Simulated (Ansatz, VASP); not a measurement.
One calculation of GaAs, two programs

The input POSCAR:

```
GaAs
1.0
    0.0000000000      2.7197616916      2.7197616916
    2.7197616916      0.0000000000      2.7197616916
    2.7197616916      2.7197616916      0.0000000000
Ga As
1 1
Direct
    0.0000000000      0.0000000000      0.0000000000
    0.2500000000      0.2500000000      0.2500000000
```

The input INCAR.step1:

```
SYSTEM = GaAs
PREC = Accurate ; ENCUT = 520
EDIFF = 1E-5 ; ISMEAR = 0
SIGMA = 0.01 ; LREAL = .FALSE.
LASPH = .TRUE. ; NELM = 60
ALGO = Normal ; ISIF = 2
LWAVE = .TRUE. ; LCHARG = .FALSE.
GGA = PE ; NBANDS = 16
```

Contents of INCAR.step2:

```
SYSTEM = GaAs
PREC = Accurate ; ENCUT = 520
EDIFF = 1E-6 ; ISMEAR = 0
SIGMA = 0.01 ; LREAL = .FALSE.
LASPH = .TRUE. ; NELM = 60
ALGO = Normal ; ISIF = 2
LWAVE = .FALSE. ; LCHARG = .FALSE.
GGA = PE ; LHFCALC = .TRUE.
HFSCREEN = 0.2079 ; PRECFOCK = Normal
ISTART = 1 ; NBANDS = 16
```

KPOINTS

```
Automatic mesh
0
G
  6 6 6
  0 0 0
```

Input for Ansatz:

```yaml
crystal:
  lattice:
    - [0.0, 2.7197616916, 2.7197616916]
    - [2.7197616916, 0.0, 2.7197616916]
    - [2.7197616916, 2.7197616916, 0.0]
  atoms:
    - { symbol: Ga, position: [0.0, 0.0, 0.0] }
    - { symbol: As, position: [0.25, 0.25, 0.25] }
kpoints:
  mp_grid: { grid: [6, 6, 6] }
  band_path:
    path:
      - [0.0, 0.0, 0.0]
      - [-0.5, -0.5, 0.0]
      - [-0.375, -0.375, 0.25]
      - [-0.375, 0.0, 0.375]
      - [0.0, 0.0, 0.5]
      - [-0.5, -0.25, 0.25]
      - [0.0, 0.442708, 0.442708]
    npoints: 1
hamiltonian:
  xc: hse06
scf:
  occupations: { method: fixed }
  n_extra_bands: 4
output:
  forces: true
  stress: true
  eigenvalues: true
```

Change from the starting cell: hydrostatic strain -4.0%.

Alike in both runs: task single point; functional HSE06; k mesh 6 × 6 × 6; no spin polarisation.

```csv
,VASP,Ansatz
version,VASP 6.6.1,Ansatz 0.2.0
potentials or method,"VASP PAW PBE potentials, release 64 (Ga_d, As)","plane waves, PAW"
plane-wave cutoff (eV),520,420
occupations,"gaussian, width 0.01 eV",fixed
valence electrons in the cell,18,28
```

VASP gave:

- gap on the k mesh at the Fermi level (eV): 1.83
- pressure (GPa): 12.5

Estimate Ansatz's values.

gap on the k mesh at the Fermi level (eV): 1.82; pressure (GPa): 12.7.

VASP's potentials hold 18 valence electrons a cell and Ansatz's 28, so a difference there can come from the potentials and not from the codes. Ansatz's warnings: stress exchange threshold loose, stress scf threshold loose.
